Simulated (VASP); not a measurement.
Set up this calculation in VASP 6.6.1, as the native input.

```
Task                   : single point
Functional             : PBE
Potentials or basis    : VASP PAW PBE potentials, release 64 (Na_pv, I)
Cutoff                 : 520 eV
k mesh                 : 6 × 6 × 4
Occupations            : gaussian, width 0.02 eV
Spin                   : no spin polarisation
Dipole correction      : no
Further INCAR settings : ALGO = Normal; EDIFF = 1e-07; NBANDS = 22
```

The structure of NaI lies in POSCAR:

```
NaI
1.0
    4.5534461190      0.0000000000      0.0000000000
    0.0000000000      4.3254991146      0.0000000000
    0.0000000000      0.0000000000      8.3731747532
Na I
2 2
Direct
    0.2500000000      0.5000000000      0.2510573171
    0.7500000000      0.5000000000      0.7489426829
    0.2500000000      0.0000000000      0.7505836473
    0.7500000000      0.0000000000      0.2494163527
```

The input as run:

INCAR

```
ALGO = Normal ; EDIFF = 1E-7
ENCUT = 520 ; GGA = PE
ISIF = 2 ; ISMEAR = 0
LASPH = True ; LCHARG = False
LREAL = False ; LWAVE = False
NBANDS = 22 ; NELM = 60
PREC = Accurate ; SIGMA = 0.02
```

KPOINTS

```
k-points
0
Gamma
  6 6 4
```

Potentials or basis: VASP PAW PBE potentials, release 64 (Na_pv, I).

The run is started by

```console
$ cat potpaw_PBE.64/Na_pv/POTCAR potpaw_PBE.64/I/POTCAR > POTCAR
$ mpirun -np 1 vasp_std > vasp.out
```

Results of the run:

* Pressure: 0.0 GPa
* Largest force: 0.007 eV/Å
* Band gap on the k mesh: 2.96 eV

Caveat: spin-orbit coupling is left out, which moves the levels of the heavy elements.

It took 92 s on 1 thread of Intel(R) Xeon(R) Platinum 8559C (Emerald Rapids), with other jobs on the host, peak memory 0.33 GiB.
